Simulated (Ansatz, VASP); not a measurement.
## KFeAs2: VASP beside Ansatz

Contents of INCAR:

```
ALGO = Normal
EDIFF = 1E-7
ENCUT = 520
GGA = PE
ISIF = 2
ISMEAR = -1
ISPIN = 2
LASPH = True
LCHARG = False
LDAU = True
LDAUJ = 0 0 0
LDAUL = -1 2 -1
LDAUPRINT = 1
LDAUTYPE = 2
LDAUU = 0 4 0
LMAXMIX = 4
LORBIT = 11
LREAL = False
LWAVE = False
MAGMOM = 0 0 3 0
NBANDS = 26
NELM = 150
PREC = Accurate
SIGMA = 0.05
```

KPOINTS

```
k-points
0
Gamma
  9 9 9
```

The input POSCAR:

```
KFeAs2
1.0
   -1.9803680000      1.9803680000      6.3830190000
    1.9803680000     -1.9803680000      6.3830190000
    1.9803680000      1.9803680000     -6.3830190000
As Fe K
2 1 1
Direct
    0.3307380000      0.3307380000      0.0000000000
    0.6692620000      0.6692620000      0.0000000000
    0.2500000000      0.7500000000      0.5000000000
    0.0000000000      0.0000000000      0.0000000000
```

Contents of input.yaml:

```yaml
crystal:
  lattice:
    - [-1.980368, 1.980368, 6.383019]
    - [1.980368, -1.980368, 6.383019]
    - [1.980368, 1.980368, -6.383019]
  atoms:
    - { symbol: As, position: [0.330738, 0.330738, 0.0] }
    - { symbol: As, position: [0.669262, 0.669262, 0.0] }
    - { symbol: Fe, position: [0.25, 0.75, 0.5], spin: 3.0 }
    - { symbol: K, position: [0.0, 0.0, 0.0] }
hamiltonian:
  xc: pbe
  pseudopotentials: { kind: paw }
  hubbard: { sites: [{ species: Fe, l: d, u_eff: 4.0 }] }
magnetization:
  spin_polarized: true
kpoints:
  mp_grid: { grid: [9, 9, 9] }
  band_path:
    path:
      - [[0.0, 0.0, 0.0], [-0.5, 0.5, 0.0], [-0.5, 0.5, -0.0481292983], [-0.2740646492, 0.2740646492, -0.2740646492], [0.0, 0.0, 0.0], [0.5, 0.5, -0.5], [0.2740646492, 0.7259353508, -0.7259353508], [0.0, 0.5, -0.5], [-0.25, 0.75, -0.25], [0.0481292983, 0.9518707017, -0.5], [0.5, 0.5, -0.5]]
      - [[-0.5, 0.5, 0.0], [-0.25, 0.75, -0.25]]
    npoints: 14
scf:
  occupations: { method: fermi_dirac, width: 0.05 }
  n_extra_bands: 10
output:
  forces: true
  stress: true
  eigenvalues: true
  fatbands: true
```

Alike in both runs: functional PBE; k mesh 9 × 9 × 9; occupations fermi-dirac, width 0.05 eV; collinear spin; Hubbard terms Fe d U = 4.0 eV.

|  | VASP | Ansatz |
| --- | --- | --- |
| version | VASP 6.6.1 | Ansatz 0.2.0 |
| potentials or method | VASP PAW PBE potentials, release 64 (As, Fe, K_sv) | Ansatz PAW |
| plane-wave cutoff (eV) | 520 | 420 |
| valence electrons in the cell | 27 | 55 |
| task | single point | band structure |

|  | VASP | Ansatz | Ansatz less VASP |
| --- | --- | --- | --- |
| gap on the k mesh at the Fermi level (eV) | none | none | - |
| pressure (GPa) | 4.8 | 6.0 | +1.27 |
| traceless stress, the component that is largest in VASP (GPa) | -2.82 | -3.81 | -0.990 |
| rms of the force components (eV/Å) | 0.265 | 0.367 | +0.1023 |
| net moment per atom (μB) | 0.59 | 0.58 | -0.007 |
| size of the moment on the site where the two differ most (μB) | 2.71 | 2.54 | -0.178 |

Site moments also hang on the region over which each program counts them. The programs project onto different local orbitals, so the same U acts differently, and such runs can settle in different states. Atom by atom the forces differ by 0.161 eV/Å (rms over components). A gap of «none» marks a metal or a gap that the smearing closes. VASP's potentials hold 27 valence electrons a cell and Ansatz's 55, so a difference there can come from the potentials and not from the codes.

Noted on Ansatz's run: the magnetic or orbital state may not be the lowest.
